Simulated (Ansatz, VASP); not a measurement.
**Two plane-wave programs on Al**

```
CELL_PARAMETERS angstrom
0.00000 3.08886 3.08886
3.08886 0.00000 3.08886
3.08886 3.08886 0.00000
ATOMIC_POSITIONS crystal
Al 0.12500 0.12500 0.12500
Al 0.87500 0.87500 0.87500
```

Alike in both runs: task single point; functional RPBE; k mesh 10 × 10 × 10; occupations fermi-dirac, width 0.1 eV; no spin polarisation.

|  | VASP | Ansatz |
| --- | --- | --- |
| version | VASP 6.6.1 | Ansatz 0.2.0 |
| potentials or method | VASP PAW PBE potentials, release 64 (Al), cutoff 520 eV | plane waves (420 eV) with PAW, scalar-relativistic |
| valence electrons in the cell | 6 | 6 |

|  | VASP | Ansatz | Ansatz less VASP |
| --- | --- | --- | --- |
| pressure (GPa) | -1.3 | -1.3 | +0.07 |

VASP's potentials were made for PBE, not for RPBE.
